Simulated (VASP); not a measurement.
Here is a VASP 6.6.1 calculation.

Contents of INCAR:

```
SYSTEM = TiBH
  PREC = Accurate
  ENCUT = 520
  EDIFF = 1E-6
  ISMEAR = 0
  SIGMA = 0.1
  LREAL = .FALSE.
  LASPH = .TRUE.
  NELM = 100
  ALGO = Normal
  ISIF = 2
  LWAVE = .FALSE.
  LCHARG = .TRUE.
  GGA = PE
  LELF = .TRUE.
  LVHAR = .TRUE.
  NBANDS = 25
```

File KPOINTS:

```
regular mesh
0
G
  6 6 6
  0 0 0
```

Contents of POSCAR:

```
TiBH
1.0
   -2.0439650400      2.1662508900      3.1830060300
    2.0439650400     -2.1662508900      3.1830060300
    2.0439650400      2.1662508900     -3.1830060300
Ti B H
2 2 2
Direct
    0.8739060100      0.1239060100      0.7500000000
    0.1260939900      0.8760939900      0.2500000000
    0.5000000000      0.5000000000      0.5000000000
    0.5000000000      0.0000000000      0.0000000000
    0.0000000000      0.5000000000      0.5000000000
    0.5000000000      0.5000000000      0.0000000000
```

Potentials or basis: VASP PAW PBE potentials, release 64 (Ti_sv, B, H).

Run with:

```console
$ cat potpaw_PBE.64/Ti_sv/POTCAR potpaw_PBE.64/B/POTCAR potpaw_PBE.64/H/POTCAR > POTCAR
$ mpirun -np 1 vasp_std > vasp.out
```

Task: Estimate the band gap on the k mesh.

Result: Zero (bands 16 and 17 overlap by 0.75 eV).

Task: Predict the pressure.

Result: -14.3 GPa.

Task: Estimate the largest force.

Result: 0.570 eV/Å.

Stress tensor (GPa, compression positive):
```
-10.63   0.00   0.00
  0.00 -21.10   0.00
  0.00   0.00 -11.18
```

Caveat: the cell stands under tension.
